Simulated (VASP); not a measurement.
Write the native input for VASP 6.6.1 that does the following.

```yaml
Task: single point
Functional: LDA
Potentials_or_basis: VASP PAW LDA potentials, release 64 (Ni, Ge_d)
Cutoff: 520 eV
k_mesh: 12 × 12 × 12
Occupations: gaussian, width 0.1 eV
Spin: no spin polarisation
Dipole_correction: no
Further_INCAR_settings: ALGO = Normal; EDIFF = 1e-07; NBANDS = 30
```

The structure of Ni3Ge lies in POSCAR:

```
Ni3Ge
1.0
    3.5303341067      0.0000000000      0.0000000000
    0.0000000000      3.5303341067      0.0000000000
    0.0000000000      0.0000000000      3.5303341067
Ni Ge
3 1
Direct
    0.5000000000      0.0000000000      0.5000000000
    0.0000000000      0.5000000000      0.5000000000
    0.5000000000      0.5000000000      0.0000000000
    0.0000000000      0.0000000000      0.0000000000
```

One way to write it, as run:

INCAR

```
SYSTEM = Ni3Ge
ALGO     = Normal         ! electronic algorithm
EDIFF    = 1E-7           ! SCF threshold, eV
ENCUT    = 520            ! plane-wave cutoff, eV
ISIF     = 2              ! what is computed and relaxed
ISMEAR   = 0              ! smearing method
LASPH    = .True.         ! aspherical terms in the spheres
LCHARG   = .False.        ! write CHGCAR
LREAL    = .False.        ! projectors in reciprocal space
LWAVE    = .False.        ! write WAVECAR
NBANDS   = 30             ! bands
NELM     = 60             ! most SCF steps
PREC     = Accurate       ! precision mode
SIGMA    = 0.1            ! smearing width, eV
```

KPOINTS

```
k-points
0
Gamma
  12 12 12
  0 0 0
```

Potentials or basis: VASP PAW LDA potentials, release 64 (Ni, Ge_d).

Launch:

```sh
$ cat potpaw_LDA.64/Ni/POTCAR potpaw_LDA.64/Ge_d/POTCAR > POTCAR
$ mpirun -np 1 vasp_std > vasp.out
```

Results of the run:

```yaml
Pressure: -7.4 GPa
Band_gap_on_the_k_mesh: zero (bands 22 and 23 overlap by 0.23 eV)
```

Caveat: the cell stands under tension.

Wall time 2.1 min on 1 thread of Intel Xeon 8259CL, with other jobs on the host, peak memory 0.21 GiB.
